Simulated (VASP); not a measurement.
# NbTe (P-6m2) in VASP: settings compared

The runs below take NbTe through single point, with BLYP+D3(BJ), BLYP+D4, PBE.

Everything below comes from runs of VASP 6.6.1. Logs are shortened: lines on timing, memory, paths and dates and some standing lists are left out, and cuts for length are marked.

**1. The cell of the first run**

It takes space group P-6m2 (No. 187, hexagonal). Conventional cell: a = 3.629 Å, b = 3.629 Å, c = 3.686 Å, α = 90.00°, β = 90.00°, γ = 120.00°. Within 3.7 Å of Te (site symmetry -6m2) lie 6 Nb at 2.79 Å and 8 Te at 3.63 to 3.69 Å. Nb (site symmetry -6m2) has 6 Te at 2.79 Å and 8 Nb at 3.63 to 3.69 Å within 3.7 Å.

**2. Single point, BLYP+D3(BJ)**

INCAR

```
PREC     = Accurate       # precision mode
ENCUT    = 520            # plane-wave cutoff, eV
EDIFF    = 1E-7           # SCF threshold, eV
ISMEAR   = -1             # smearing method
SIGMA    = 0.05           # smearing width, eV
LREAL    = False          # projectors in reciprocal space
LASPH    = True           # aspherical terms in the spheres
NELM     = 80             # most SCF steps
ALGO     = Normal         # electronic algorithm
ISIF     = 2              # what is computed and relaxed
LWAVE    = False          # write WAVECAR
LCHARG   = True           # write CHGCAR
GGA      = B5             # functional
ALDAX    = 1.0          
AGGAX    = 1.0          
AGGAC    = 1.0          
ALDAC    = 0.0          
IVDW     = 12             # dispersion correction
VDW_S6   = 1.0          
VDW_S8   = 2.6996       
VDW_A1   = 0.4298       
VDW_A2   = 4.2359       
LELF     = True           # ELF
LVHAR    = True         
NBANDS   = 16             # bands
```

KPOINTS

```
regular mesh
0
Gamma
  8 8 7
```

POSCAR

```
NbTe
1.0
    3.6287895869      0.0000000000      0.0000000000
   -1.8143947934      3.1426239672      0.0000000000
    0.0000000000      0.0000000000      3.6864857912
Te Nb
1 1
Direct
    0.6666666667      0.3333333333      0.0000000000
    0.0000000000      0.0000000000      0.5000000000
```

Potentials or basis: VASP PAW PBE potentials, release 64 (Te, Nb_sv).

Command:

```sh
$ cat potpaw_PBE.64/Te/POTCAR potpaw_PBE.64/Nb_sv/POTCAR > POTCAR
$ mpirun -np 1 vasp_std > vasp.out
```

OUTCAR:

```text
PREC = Accurate
   ENCUT = 520
   EDIFF = 1E-7
   ISMEAR = -1
   LREAL = False
   LASPH = True
   NELM = 80
   ISIF = 2
   GGA = B5
   IVDW = 12
 IVDW          = 12

 ion  position               nearest neighbor table
   1  0.667  0.333  0.000-   2 2.79   2 2.79   2 2.79   2 2.79   2 2.79   2 2.79
   2  0.000  0.000  0.500-   1 2.79   1 2.79   1 2.79   1 2.79   1 2.79   1 2.79

  LATTYP: Found a hexagonal cell.
 ALAT       =     3.6287895869
 C/A-ratio  =     1.0158995728

  Lattice vectors:

 A1 = (   3.6287895869,   0.0000000000,   0.0000000000)
 A2 = (  -1.8143947934,   3.1426239672,   0.0000000000)
 A3 = (   0.0000000000,   0.0000000000,   3.6864857912)

Analysis of symmetry for initial positions (statically):
=====================================================================
 Subroutine PRICEL returns:
 Original cell was already a primitive cell.

 Routine SETGRP: Setting up the symmetry group for a
 hexagonal supercell.

 Subroutine GETGRP returns: Found 12 space group operations
 (whereof 12 operations were pure point group operations)
 out of a pool of 24 trial point group operations.

The static configuration has the point symmetry D_3h.

Analysis of symmetry for dynamics (positions and initial velocities):
=====================================================================
 Subroutine PRICEL returns:
 Original cell was already a primitive cell.

 Routine SETGRP: Setting up the symmetry group for a
 hexagonal supercell.

 Subroutine GETGRP returns: Found 12 space group operations
 (whereof 12 operations were pure point group operations)
 out of a pool of 24 trial point group operations.

The dynamic configuration has the point symmetry D_3h.

 Subroutine INISYM returns: Found 12 space group operations
 (whereof 12 operations are pure point group operations),
 and found     1 'primitive' translations

----------------------------------------------------------------------------------------

                                     Primitive cell

  volume of cell :      42.0404

  direct lattice vectors                    reciprocal lattice vectors
     3.628789587  0.000000000  0.000000000     0.275573983  0.159102713  0.000000000
    -1.814394793  3.142623967  0.000000000     0.000000000  0.318205427  0.000000000
     0.000000000  0.000000000  3.686485791     0.000000000  0.000000000  0.271261048

  length of vectors
     3.628789587  3.628789587  3.686485791     0.318205427  0.318205427  0.271261048

  position of ions in fractional coordinates (direct lattice)
     0.666666667  0.333333333  0.000000000
     0.000000000  0.000000000  0.500000000

  ion indices of the primitive-cell ions
   primitive index   ion index
                 1           1
                 2           2

----------------------------------------------------------------------------------------

 KPOINTS: regular mesh

Automatic generation of k-mesh.
 Grid dimensions read from file:
 generate k-points for:    8    8    7

 Generating k-lattice:

  Cartesian coordinates                     Fractional coordinates (reciprocal lattice)
     0.034446748  0.019887839  0.000000000     0.125000000  0.000000000  0.000000000
     0.000000000  0.039775678  0.000000000     0.000000000  0.125000000  0.000000000
     0.000000000  0.000000000  0.038751578     0.000000000  0.000000000  0.142857143

  Length of vectors
     0.039775678  0.039775678  0.038751578

  Shift w.r.t. Gamma in fractional coordinates (k-lattice)
     0.000000000  0.000000000  0.000000000

 Subroutine IBZKPT returns following result:
 ===========================================

 Found     40 irreducible k-points:

 Following reciprocal coordinates:
            Coordinates               Weight
  0.000000  0.000000  0.000000      1.000000
  0.125000 -0.000000  0.000000      6.000000
  0.250000 -0.000000  0.000000      6.000000
  0.375000  0.000000  0.000000      6.000000
  0.500000 -0.000000  0.000000      3.000000
  0.125000  0.125000  0.000000      6.000000
[... 16 lines left out ...]
  0.250000 -0.000000  0.285714     12.000000
  0.375000  0.000000  0.285714     12.000000
 [... further k-points ...]
   k-points           NKPTS =     40   k-points in BZ     NKDIM =     40   number of bands    NBANDS=     16
   number of dos      NEDOS =    301   number of ions     NIONS =      2
   total plane-waves  NPLWV =  21952
   dimension x,y,z NGX =    28 NGY =   28 NGZ =   28
   dimension x,y,z NGXF=    56 NGYF=   56 NGZF=   56
   ions per type =               1   1
   NGX,Y,Z   is equivalent  to a cutoff of  12.83, 12.83, 12.63 a.u.
   NGXF,Y,Z  is equivalent  to a cutoff of  25.66, 25.66, 25.25 a.u.
 SYSTEM =  unknown system
   PREC   = accura    normal or accurate (medium, high low for compatibility)
   ISTART =      0    job   : 0-new  1-cont  2-samecut
   ICHARG =      2    charge: 1-file 2-atom 10-const
   ISPIN  =      1    spin polarized calculation?
   LNONCOLLINEAR =      F non collinear calculations
   LSORBIT =      F    spin-orbit coupling
   LASPH  =      T    aspherical Exc in radial PAW
   ENCUT  =  520.0 eV  38.22 Ry    6.18 a.u.   6.75  6.75  6.85*2*pi/ulx,y,z
   NELM   =     80;   NELMIN=  2; NELMDL= -5     # of ELM steps
   EDIFF  = 0.1E-06   stopping-criterion for ELM
   LREAL  =      F    real-space projection
   EDIFFG = 0.1E-05   stopping-criterion for IOM
   NSW    =      0    number of steps for IOM
   IBRION =     -1    ionic relax: 0-MD 1-quasi-New 2-CG
   NFREE  =      0    steps in history (QN), initial steepest desc. (CG)
   ISIF   =      2    stress and relaxation
   ISYM   =      2    0-nonsym 1-usesym 2-fastsym
   POTIM  = 0.5000    time-step for ionic-motion
   TEBEG  =    0.0;   TEEND  =   0.0 temperature during run
   PSTRESS=    0.0 pullay stress
   NELECT =      19.0000    total number of electrons
   NUPDOWN=      -1.0000    fix difference up-down
   EMIN   =  10.00;   EMAX   =-10.00  energy-range for DOS
   EFERMI =   0.00;   METHOD = LEGACY
   ISMEAR =    -1;   SIGMA  =   0.05  broadening in eV -4-tet -1-fermi 0-gaus
   EFERMI_NEDOS =   21; number of points for ismear=-14 and -15
   IALGO  =     38    algorithm
   IMIX   =      4    mixing-type and parameters
     AMIX     =   0.40;   BMIX     =  1.00
     AMIX_MAG =   1.60;   BMIX_MAG =  1.00
  volume/ion in A,a.u.               =      21.02       141.85
  Fermi-wavevector in a.u.,A,eV,Ry     =   1.256330  2.374120 21.474965  1.578365
  Thomas-Fermi vector in A             =   2.390043
   LORBIT       =      0    0 simple, 1 ext, 2 COOP (PROOUT), +10 PAW based schemes
   GGA     = B5    functional components
   LHFCALC =     F    Hartree Fock is set to
   AEXX    =    0.0000 exact exchange contribution
   IVDW    =    12    specifies the selected vdW correction
   LEPSILON=     F    determine dielectric tensor
   LRPA    =     F    only Hartree local field effects (RPA)
 non-spin polarized calculation
  energy-cutoff  :      520.00
  volume of cell :       42.04
 maximum number of plane-waves:      1146
 NGX is ok and might be reduce to    28
   NGX = 13   NGY = 13   NGZ = 13

 number of electron      19.0000002 magnetization

 Free energy of the ion-electron system (eV)
  ---------------------------------------------------
  ext. energy  EPLUGINS =         0.00000000
  ---------------------------------------------------
  free energy    TOTEN  =       -11.27347806 eV

  energy without entropy =      -11.26398512  energy(sigma->0) =      -11.26873159

 E-fermi :  12.1757     XC(G=0): -10.8233

 val. band max:       12.1594646489   @ k =   0.1250  -0.0000   0.2857
 cond. band min:      12.2175023133   @ k =   0.1250  -0.0000   0.0000
 fundamental gap:      0.0580376643
 Fermi energy:        12.1756968933

 k-point     1 :       0.0000    0.0000    0.0000
  band No.  band energies     occupation
      1     -43.2204      2.00000
      2     -19.5629      2.00000
      3     -19.3315      2.00000
      4     -19.3315      2.00000
      5      -2.3267      2.00000
      6       9.0170      2.00000
[... 8 lines left out ...]
     15      18.4014      0.00000
     16      19.5394      0.00000

 k-point     2 :       0.1250   -0.0000    0.0000
  band No.  band energies     occupation
      1     -43.2186      2.00000
      2     -19.5587      2.00000
      3     -19.3563      2.00000
      4     -19.3373      2.00000
      5      -2.1251      2.00000
      6       8.2186      2.00000
[... 8 lines left out ...]
     15      18.2673      0.00000
     16      20.3365      0.00000

 k-point     3 :       0.2500   -0.0000    0.0000
  band No.  band energies     occupation
      1     -43.2144      2.00000
      2     -19.5484      2.00000
      3     -19.4155      2.00000
      4     -19.3513      2.00000
      5      -1.5752      2.00000
      6       6.8007      2.00000
[... 8 lines left out ...]
     15      19.4477      0.00000
     16      21.0025      0.00000

 k-point     4 :       0.3750    0.0000    0.0000
  band No.  band energies     occupation
      1     -43.2102      2.00000
      2     -19.5381      2.00000
      3     -19.4739      2.00000
      4     -19.3653      2.00000
      5      -0.8837      2.00000
      6       5.4475      2.00000
[... 8 lines left out ...]
     15      18.9205      0.00000
     16      21.0728      0.00000

 k-point     5 :       0.5000   -0.0000    0.0000
  band No.  band energies     occupation
      1     -43.2084      2.00000
      2     -19.5339      2.00000
      3     -19.4979      2.00000
      4     -19.3710      2.00000
      5      -0.5226      2.00000
      6       4.8462      2.00000
[... 8 lines left out ...]
     15      18.1235      0.00000
     16      21.2376      0.00000

 k-point     6 :       0.1250    0.1250    0.0000
  band No.  band energies     occupation
      1     -43.2156      2.00000
      2     -19.5514      2.00000
      3     -19.3956      2.00000
      4     -19.3499      2.00000
      5      -1.7481      2.00000
      6       7.2742      2.00000
[... 8 lines left out ...]
     15      18.5756      0.00000
     16      21.0713      0.00000
[... 267 lines left out ...]
 k-point    21 :       0.0000    0.0000    0.2857
  band No.  band energies     occupation
      1     -43.2170      2.00000
      2     -19.6385      2.00000
      3     -19.3252      2.00000
      4     -19.3252      2.00000
      5      -1.5908      2.00000
      6       5.9580      2.00000
[... 8 lines left out ...]
     15      20.4832      0.00000
     16      20.4832      0.00000

 k-point    22 :       0.1250   -0.0000    0.2857
  band No.  band energies     occupation
      1     -43.2152      2.00000
      2     -19.6326      2.00000
      3     -19.3486      2.00000
      4     -19.3304      2.00000
      5      -1.4444      2.00000
      6       6.0954      2.00000
[... 8 lines left out ...]
     15      19.1293      0.00000
     16      20.6340      0.00000

 k-point    23 :       0.2500   -0.0000    0.2857
  band No.  band energies     occupation
      1     -43.2110      2.00000
      2     -19.6183      2.00000
      3     -19.4047      2.00000
      4     -19.3432      2.00000
      5      -1.0527      2.00000
      6       6.3270      2.00000
[... 8 lines left out ...]
     15      19.4185      0.00000
     16      21.0879      0.00000

 k-point    24 :       0.3750    0.0000    0.2857
  band No.  band energies     occupation
      1     -43.2068      2.00000
      2     -19.6039      2.00000
      3     -19.4602      2.00000
      4     -19.3559      2.00000
      5      -0.5815      2.00000
      6       5.8023      2.00000
[... 8 lines left out ...]
     15      18.7494      0.00000
     16      21.2378      0.00000

 [... further k-points ...]

------------------------ aborting loop because EDIFF is reached ----------------------------------------

 Edisp (eV)   -3.13340

 E8    (eV) :    -2.3845

  FORCE on cell =-STRESS in cart. coord.  units (eV):
  Direction    XX          YY          ZZ          XY          YZ          ZX
  --------------------------------------------------------------------------------------
  -------------------------------------------------------------------------------------
  Total       0.04766     0.04766     0.03969     0.00000    -0.00000    -0.00000
  in kB       1.81624     1.81624     1.51273     0.00000    -0.00000    -0.00000
  external pressure =        1.72 kB  Pullay stress =        0.00 kB

 VOLUME and BASIS-vectors are now :
 -----------------------------------------------------------------------------
  energy-cutoff  :      520.00
  volume of cell :       42.04
      direct lattice vectors                 reciprocal lattice vectors
     3.628789587  0.000000000  0.000000000     0.275573983  0.159102713  0.000000000
    -1.814394793  3.142623967  0.000000000     0.000000000  0.318205427  0.000000000
     0.000000000  0.000000000  3.686485791     0.000000000  0.000000000  0.271261048

 POSITION                                       TOTAL-FORCE (eV/Angst)
 -----------------------------------------------------------------------------------
      1.81439      1.04754      0.00000         0.000000      0.000000      0.000000
      0.00000      0.00000      1.84324        -0.000000     -0.000000      0.000000
 -----------------------------------------------------------------------------------
    total drift:                               -0.000000      0.000000      0.000000

  FREE ENERGIE OF THE ION-ELECTRON SYSTEM (eV)
  ---------------------------------------------------
  free  energy   TOTEN  =       -14.4068813665 eV

  energy  without entropy=      -14.3973884268  energy(sigma->0) =      -14.40213490
```

It took 29 s on 1 thread of Intel Xeon Platinum 8488C (Sapphire Rapids), shared host; peak memory 0.18 GiB.

Results:

| Quantity | Value |
| --- | --- |
| Free energy | -14.4069 eV |
| Pressure | 0.2 GPa |
| Band gap on the k mesh | zero (an odd number of electrons rules out a gap without spin polarisation) |
| Dispersion energy per atom | -1.567 eV |

Caveat: the PAW data sets were made with another functional, which shifts forces and pressure a little; spin-orbit coupling is left out, which moves the levels of the heavy elements.

**3. Single point, BLYP+D4**

This run uses another cell than the first one, of 21.93 Å³/atom.

INCAR

```
SYSTEM = NbTe
  AGGAC = 1.0
  AGGAX = 1.0
  ALDAC = 0.0
  ALDAX = 1.0
  ALGO = Normal
  EDIFF = 1E-6
  ENCUT = 520
  GGA = B5
  ISIF = 2
  ISMEAR = -1
  IVDW = 13
  LASPH = .True.
  LCHARG = .True.
  LELF = .True.
  LREAL = .False.
  LVHAR = .True.
  LWAVE = .False.
  NBANDS = 16
  NELM = 60
  PREC = Accurate
  SIGMA = 0.05
  VDW_A1 = 0.44488865
  VDW_A2 = 4.0933009
  VDW_S6 = 1.0
  VDW_S8 = 2.34076671
```

KPOINTS

```
k-points
0
Gamma
  8 8 7
  0 0 0
```

POSCAR

```
NbTe
1.0
    3.6970250614      0.0000000000      0.0000000000
   -1.8485125307      3.2017176216      0.0000000000
    0.0000000000      0.0000000000      3.7061562896
Te Nb
1 1
Direct
    0.6666666667      0.3333333333      0.0000000000
    0.0000000000      0.0000000000      0.5000000000
```

Potentials or basis: VASP PAW PBE potentials, release 64 (Te, Nb_sv).

Command:

```sh
$ cat potpaw_PBE.64/Te/POTCAR potpaw_PBE.64/Nb_sv/POTCAR > POTCAR
$ mpirun -np 1 vasp_std > vasp.out
```

OUTCAR:

```text
SYSTEM = NbTe
   EDIFF = 1E-6
   ENCUT = 520
   GGA = B5
   ISIF = 2
   ISMEAR = -1
   IVDW = 13
   LASPH = .True.
   LREAL = .False.
   NELM = 60
   PREC = Accurate

 ion  position               nearest neighbor table
   1  0.667  0.333  0.000-   2 2.83   2 2.83   2 2.83   2 2.83   2 2.83   2 2.83
   2  0.000  0.000  0.500-   1 2.83   1 2.83   1 2.83   1 2.83   1 2.83   1 2.83

  LATTYP: Found a hexagonal cell.
 ALAT       =     3.6970250614
 C/A-ratio  =     1.0024698854

  Lattice vectors:

 A1 = (   3.6970250614,   0.0000000000,   0.0000000000)
 A2 = (  -1.8485125307,   3.2017176216,   0.0000000000)
 A3 = (   0.0000000000,   0.0000000000,   3.7061562896)

Analysis of symmetry for initial positions (statically):
=====================================================================
 Subroutine PRICEL returns:
 Original cell was already a primitive cell.

 Routine SETGRP: Setting up the symmetry group for a
 hexagonal supercell.

 Subroutine GETGRP returns: Found 12 space group operations
 (whereof 12 operations were pure point group operations)
 out of a pool of 24 trial point group operations.

The static configuration has the point symmetry D_3h.

[... 159 lines left out ...]

 E-fermi :  11.5407     XC(G=0): -10.6159

 val. band max:       11.4737920468   @ k =   0.2500   0.0000   0.0000
 cond. band min:      11.5534259570   @ k =   0.1250   0.0000   0.2857
 fundamental gap:      0.0796339102
 Fermi energy:        11.5406788743

 k-point     1 :       0.0000    0.0000    0.0000
  band No.  band energies     occupation
      1     -43.9017      2.00000
      2     -20.2151      2.00000
      3     -20.0125      2.00000
      4     -20.0125      2.00000
      5      -2.6858      2.00000
      6       8.4067      2.00000
[... 433 lines left out ...]
      3     -20.1153      2.00000
      4     -20.0316      2.00000
      5      -1.0703      2.00000
      6       5.3964      2.00000
[... 8 lines left out ...]
     15      17.9492      0.00000
     16      20.2794      0.00000

 [... further k-points ...]

------------------------ aborting loop because EDIFF is reached ----------------------------------------

  DFT-D4 for vdW energy calculation

  Edisp (eV):   -1.80259

  FORCE on cell =-STRESS in cart. coord.  units (eV):
  Direction    XX          YY          ZZ          XY          YZ          ZX
  --------------------------------------------------------------------------------------
  -------------------------------------------------------------------------------------
  Total       0.05137     0.05137     0.04487     0.00000     0.00000     0.00000
  in kB       1.87598     1.87598     1.63857     0.00000     0.00000     0.00000
  external pressure =        1.80 kB  Pullay stress =        0.00 kB

 VOLUME and BASIS-vectors are now :
 -----------------------------------------------------------------------------
  energy-cutoff  :      520.00
  volume of cell :       43.87
      direct lattice vectors                 reciprocal lattice vectors
     3.697025061  0.000000000  0.000000000     0.270487753  0.156166177  0.000000000
    -1.848512531  3.201717622  0.000000000     0.000000000  0.312332354  0.000000000
     0.000000000  0.000000000  3.706156290     0.000000000  0.000000000  0.269821325

 POSITION                                       TOTAL-FORCE (eV/Angst)
 -----------------------------------------------------------------------------------
      1.84851      1.06724      0.00000         0.000000     -0.000000      0.000000
      0.00000      0.00000      1.85308         0.000000      0.000000      0.000000
 -----------------------------------------------------------------------------------
    total drift:                               -0.000000      0.000000     -0.000000

  FREE ENERGIE OF THE ION-ELECTRON SYSTEM (eV)
  ---------------------------------------------------
  free  energy   TOTEN  =       -13.1838493664 eV

  energy  without entropy=      -13.1729023487  energy(sigma->0) =      -13.17837586
```

Run time: 32 s. Hardware: 1 thread of Intel Xeon Platinum 8488C (Sapphire Rapids), shared host; peak memory 0.17 GiB.

Results:

| Item | Value |
| --- | --- |
| Free energy | -13.1838 eV |
| Pressure | 0.2 GPa |
| Band gap on the k mesh | zero (an odd number of electrons rules out a gap without spin polarisation) |
| Dispersion energy per atom | -0.901 eV |

Levels at points of the mesh, in eV from the Fermi level:
```tsv
k point	band 8	band 9	band 10	band 11	band 12	band 13
(0.00, 0.00, 0.00)	-2.88	-2.38	0.10	0.10	2.40	2.40
(0.50, 0.00, 0.00)	-2.58	-2.52	-0.22	1.20	1.47	3.00
```

Caveat: the PAW data sets were made with another functional, which shifts forces and pressure a little; spin-orbit coupling is left out, which moves the levels of the heavy elements.

(Continued in part 2 of 2.)
